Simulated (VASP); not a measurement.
# MgO (P3m1) in VASP: single point with LDA

Aim: the single point of MgO with LDA.

Program: VASP 6.6.1. These are calculated values, not measurements. Logs are shortened: lines on timing, memory, paths and dates and some standing lists are left out, and cuts for length are marked.

**1. The cell of the first run**

Symmetry: P3m1, No. 156, trigonal system. Conventional cell: a = 2.942 Å, b = 2.942 Å, c = 14.165 Å, α = 90.00°, β = 90.00°, γ = 120.00°. Within 2.8 Å of Mg (site symmetry 3m) lie 6 O at 2.08 Å. Within 2.8 Å of Mg (site symmetry 3m) lie 6 O at 2.08 Å. Within 2.8 Å of Mg (site symmetry 3m) lie 6 O at 2.08 Å. Mg (site symmetry 3m) has 6 O at 2.08 Å and 3 Mg at 2.74 Å within 2.8 Å. Within 2.8 Å of Mg (site symmetry 3m) lie 6 O at 2.08 Å. Within 2.6 Å of Mg (site symmetry 3m) lie 6 O at 1.95 to 2.08 Å. Within 2.8 Å of O (site symmetry 3m) lie 6 Mg at 2.08 Å. O (site symmetry 3m) has 6 Mg at 2.08 Å and 3 O at 2.74 Å within 2.8 Å.

**2. Single point, LDA**

Input file INCAR:

```
SYSTEM = MgO
PREC = Accurate
ENCUT = 520
EDIFF = 1E-6
ISMEAR = 0
SIGMA = 0.05
LREAL = .FALSE.
LASPH = .TRUE.
NELM = 80
ALGO = Normal
ISIF = 2
LWAVE = .FALSE.
LCHARG = .TRUE.
GGA = CA
LELF = .TRUE.
LVHAR = .TRUE.
NBANDS = 36
```

Input file KPOINTS:

```
Automatic mesh
0
G
  9 9 2
  0 0 0
```

Input file POSCAR:

```
MgO
1.0
    2.0806186598     -2.0806186598      0.0000000000
    2.0806186598      0.0000000000     -2.0806186598
    8.1781370718      8.1781370718      8.1781370718
Mg O
6 6
Direct
    1.0000000000      0.0000000000      0.3816184496
    0.3333333333      0.3333333333      0.2120102498
    0.6666666667      0.6666666667      0.5512266494
    1.0000000000      1.0000000000      0.8904430490
    0.3333333333      0.3333333333      0.7208348492
    0.6666666667      0.6666666667      0.0424020500
    0.6666666667      0.6666666667      0.2968143497
    0.0000000000      0.0000000000      0.1272061499
    0.3333333333      0.3333333333      0.4664225495
    0.6666666667      0.6666666667      0.8056389491
    1.0000000000      1.0000000000      0.6360307493
    0.3333333333      0.3333333333      0.9752471489
```

Potentials or basis: VASP PAW LDA potentials, release 64 (Mg, O).

Started as:

```console
$ cat potpaw_LDA.64/Mg/POTCAR potpaw_LDA.64/O/POTCAR > POTCAR
$ mpirun -np 1 vasp_std > vasp.out
```

OUTCAR:

```text
SYSTEM = MgO
   PREC = Accurate
   ENCUT = 520
   EDIFF = 1E-6
   ISMEAR = 0
   LREAL = .FALSE.
   LASPH = .TRUE.
   NELM = 80
   ISIF = 2
   GGA = CA

 ion  position               nearest neighbor table
   1  0.000  0.000  0.382-   7 2.08   9 2.08   7 2.08   7 2.08   9 2.08   9 2.08   2 2.94   3 2.94
                             2 2.94   2 2.94   3 2.94   3 2.94
   2  0.333  0.333  0.212-   7 2.08   7 2.08   8 2.08   8 2.08   8 2.08   7 2.08   1 2.94   6 2.94
                             6 2.94   1 2.94   1 2.94   6 2.94
   3  0.667  0.667  0.551-   9 2.08   9 2.08  11 2.08  11 2.08  11 2.08   9 2.08   5 2.94   1 2.94
                             5 2.94   1 2.94   1 2.94   5 2.94
   4  0.000  0.000  0.890-  10 2.08  12 2.08  10 2.08  10 2.08  12 2.08  12 2.08   6 2.74   6 2.74
                             6 2.74   5 2.94   5 2.94   5 2.94
   5  0.333  0.333  0.721-  10 2.08  10 2.08  11 2.08  11 2.08  11 2.08  10 2.08   4 2.94   3 2.94
                             3 2.94   4 2.94   4 2.94   3 2.94
   6  0.667  0.667  0.042-  12 1.95  12 1.95  12 1.95   8 2.08   8 2.08   8 2.08   4 2.74   4 2.74
                             4 2.74   2 2.94   2 2.94   2 2.94
   7  0.667  0.667  0.297-   2 2.08   2 2.08   1 2.08   1 2.08   1 2.08   2 2.08
   8  0.000  0.000  0.127-   6 2.08   2 2.08   6 2.08   6 2.08   2 2.08   2 2.08
   9  0.333  0.333  0.466-   3 2.08   3 2.08   1 2.08   1 2.08   1 2.08   3 2.08
  10  0.667  0.667  0.806-   5 2.08   5 2.08   4 2.08   4 2.08   4 2.08   5 2.08
  11  0.000  0.000  0.636-   3 2.08   5 2.08   3 2.08   3 2.08   5 2.08   5 2.08
  12  0.333  0.333  0.975-   6 1.95   6 1.95   6 1.95   4 2.08   4 2.08   4 2.08

  LATTYP: Found a hexagonal cell.
 ALAT       =     2.9424391268
 C/A-ratio  =     4.8140159606

  Lattice vectors:

 A1 = (  -2.0806186598,   0.0000000000,   2.0806186598)
 A2 = (   2.0806186598,  -2.0806186598,   0.0000000000)
 A3 = (   8.1781370718,   8.1781370718,   8.1781370718)

Analysis of symmetry for initial positions (statically):
=====================================================================
 Subroutine PRICEL returns:
 Original cell was already a primitive cell.

 Routine SETGRP: Setting up the symmetry group for a
 hexagonal supercell.

 Subroutine GETGRP returns: Found  6 space group operations
 (whereof  6 operations were pure point group operations)
 out of a pool of 24 trial point group operations.

The static configuration has the point symmetry C_3v.

Analysis of symmetry for dynamics (positions and initial velocities):
=====================================================================
 Subroutine PRICEL returns:
 Original cell was already a primitive cell.

[... 142 lines left out ...]
   EFERMI_NEDOS =   21; number of points for ismear=-14 and -15
   IALGO  =     38    algorithm
   IMIX   =      4    mixing-type and parameters
     AMIX     =   0.40;   BMIX     =  1.00
     AMIX_MAG =   1.60;   BMIX_MAG =  1.00
  volume/ion in A,a.u.               =       8.85        59.73
  Fermi-wavevector in a.u.,A,eV,Ry     =   1.256324  2.374108 21.474760  1.578350
  Thomas-Fermi vector in A             =   2.390038
   LORBIT       =      0    0 simple, 1 ext, 2 COOP (PROOUT), +10 PAW based schemes
   GGA     = CA    functional components
   LHFCALC =     F    Hartree Fock is set to
   AEXX    =    0.0000 exact exchange contribution
   IVDW    =     0    specifies the selected vdW correction
   LEPSILON=     F    determine dielectric tensor
   LRPA    =     F    only Hartree local field effects (RPA)
 non-spin polarized calculation
 Gauss-broadening in eV      SIGMA  =   0.05
  energy-cutoff  :      520.00
  volume of cell :      106.21
 maximum number of plane-waves:      2920
 NGX is ok and might be reduce to    24
   NGX = 11   NGY = 11   NGZ = 53

 number of electron      47.9999989 magnetization

 Free energy of the ion-electron system (eV)
  ---------------------------------------------------
  ext. energy  EPLUGINS =         0.00000000
  ---------------------------------------------------
  free energy    TOTEN  =       -80.28972724 eV

  energy without entropy =      -80.28972724  energy(sigma->0) =      -80.28972724

 E-fermi :   4.0706     XC(G=0): -11.8531

 val. band max:        3.8056623987   @ k =   0.0000   0.0000   0.0000
 cond. band min:       8.3292246837   @ k =   0.0000   0.0000   0.0000
 fundamental gap:      4.5235622850
 Fermi energy:         4.0705945548

 k-point     1 :       0.0000    0.0000    0.0000
  band No.  band energies     occupation
      1     -14.4596      2.00000
      2     -13.8629      2.00000
      3     -13.4728      2.00000
      4     -13.0113      2.00000
      5     -12.6481      2.00000
      6     -12.0655      2.00000
[... 925 lines left out ...]
     35      15.7556      0.00000
     36      15.8709      0.00000

------------------------ aborting loop because EDIFF is reached ----------------------------------------

  FORCE on cell =-STRESS in cart. coord.  units (eV):
  Direction    XX          YY          ZZ          XY          YZ          ZX
  --------------------------------------------------------------------------------------
  -------------------------------------------------------------------------------------
  Total        1.2989828      1.2989828      1.2989828      0.8868648      0.8868648      0.8868648
  in kB       19.5953652     19.5953652     19.5953652     13.3784993     13.3784993     13.3784993
  external PRESSURE =      19.5953652 kB  Pullay stress =       0.0000000 kB

 VOLUME and BASIS-vectors are now :
 -----------------------------------------------------------------------------
  energy-cutoff  :      520.00
  volume of cell :      106.21
      direct lattice vectors                 reciprocal lattice vectors
     2.080618660 -2.080618660  0.000000000     0.160208759 -0.320417518  0.160208759
     2.080618660  0.000000000 -2.080618660     0.160208759  0.160208759 -0.320417518
     8.178137072  8.178137072  8.178137072     0.040759079  0.040759079  0.040759079

 POSITION                                       TOTAL-FORCE (eV/Angst)
 -----------------------------------------------------------------------------------
      3.12093      3.12093      3.12093        -0.147930     -0.147930     -0.147930
      3.12093      1.04031      1.04031        -0.142134     -0.142134     -0.142134
      7.28217      3.12093      3.12093        -0.147778     -0.147778     -0.147778
      7.28217      7.28217      7.28217        -0.527383     -0.527383     -0.527383
      7.28217      5.20155      5.20155        -0.145249     -0.145249     -0.145249
      3.12093     -1.04031     -1.04031         1.754948      1.754948      1.754948
      5.20155      1.04031      1.04031         0.147966      0.147966      0.147966
      1.04031      1.04031      1.04031         0.240449      0.240449      0.240449
      5.20155      3.12093      3.12093         0.147810      0.147810      0.147810
      9.36278      5.20155      5.20155         0.137932      0.137932      0.137932
      5.20155      5.20155      5.20155         0.148037      0.148037      0.148037
      9.36278      7.28217      7.28217        -1.466669     -1.466669     -1.466669
 -----------------------------------------------------------------------------------
    total drift:                               -0.000118     -0.000118     -0.000118

  FREE ENERGIE OF THE ION-ELECTRON SYSTEM (eV)
  ---------------------------------------------------
  free  energy   TOTEN  =       -80.2897272382 eV

  energy  without entropy=      -80.2897272382  energy(sigma->0) =      -80.28972724
```

OSZICAR:

```text
N       E                     dE             d eps       ncg     rms          rms(c)
DAV:   1     0.221752867743E+03    0.22175E+03   -0.23917E+04  1728   0.123E+03
DAV:   2    -0.759770710906E+02   -0.29773E+03   -0.28822E+03  2220   0.269E+02
DAV:   3    -0.898687540909E+02   -0.13892E+02   -0.13838E+02  2144   0.590E+01
DAV:   4    -0.899510516549E+02   -0.82298E-01   -0.82237E-01  2120   0.527E+00
DAV:   5    -0.899514800669E+02   -0.42841E-03   -0.42831E-03  2064   0.384E-01    0.175E+01
DAV:   6    -0.806206713043E+02    0.93308E+01   -0.32839E+01  2028   0.297E+01    0.523E+00
DAV:   7    -0.804569731806E+02    0.16370E+00   -0.84465E-01  2044   0.490E+00    0.341E+00
DAV:   8    -0.802992009525E+02    0.15777E+00   -0.25664E-01  2172   0.401E+00    0.724E-01
DAV:   9    -0.802906524415E+02    0.85485E-02   -0.32688E-02  2152   0.105E+00    0.228E-01
DAV:  10    -0.802901173453E+02    0.53510E-03   -0.49167E-03  2132   0.394E-01    0.111E-01
DAV:  11    -0.802898120922E+02    0.30525E-03   -0.21669E-04  2192   0.219E-01    0.398E-02
DAV:  12    -0.802897346208E+02    0.77471E-04   -0.18656E-04  2192   0.167E-01    0.126E-02
DAV:  13    -0.802897318613E+02    0.27595E-05   -0.10175E-04  2164   0.837E-02    0.145E-02
DAV:  14    -0.802897278731E+02    0.39882E-05   -0.21650E-05  2136   0.403E-02    0.646E-03
DAV:  15    -0.802897272382E+02    0.63493E-06   -0.56929E-06  2156   0.159E-02
   1 F= -.80289727E+02 E0= -.80289727E+02  d E =-.426076E-15
```

stdout:

```text
POSCAR found type information on POSCAR MgO
 POSCAR found :  2 types and      12 ions
 scaLAPACK will be used
 LDA part: xc-table for (Slater(with rela. corr.)+CA(PZ))
 , standard interpolation
 POSCAR, INCAR and KPOINTS ok, starting setup
 FFT: planning ... GRIDC
 FFT: planning ... GRID_SOFT
 FFT: planning ... GRID
 WAVECAR not read
 entering main loop
```

It took 48 s on 1 thread of Intel Xeon 6975P-C (Granite Rapids), shared host; peak memory 0.23 GiB.

Results:

```
Free energy            : -80.2897 eV
Pressure               : 2.0 GPa
Largest force          : 3.040 eV/Å
Band gap on the k mesh : 4.52 eV
```

Forces on the atoms (eV/Å):
```
Mg  -0.148 -0.148 -0.148
Mg  -0.142 -0.142 -0.142
Mg  -0.148 -0.148 -0.148
Mg  -0.527 -0.527 -0.527
Mg  -0.145 -0.145 -0.145
Mg   1.755  1.755  1.755
O    0.148  0.148  0.148
O    0.240  0.240  0.240
O    0.148  0.148  0.148
O    0.138  0.138  0.138
O    0.148  0.148  0.148
O   -1.467 -1.467 -1.467
```

Levels at points of the mesh, in eV from the valence-band top:
| k point | band 21 | band 22 | band 23 | band 24 | band 25 | band 26 | band 27 | band 28 |
| --- | --- | --- | --- | --- | --- | --- | --- | --- |
| (0.00, 0.00, 0.00) | -0.41 | -0.30 | 0.00 | 0.00 | 4.52 | 5.90 | 6.15 | 7.02 |
| (0.00, 0.00, 0.50) | -0.40 | -0.40 | 0.00 | 0.00 | 4.76 | 5.31 | 6.73 | 6.87 |

Caveat: forces of over 1 eV/Å act on the atoms, so gaps and moduli don't describe the material at rest. A k mesh can miss the band edges.
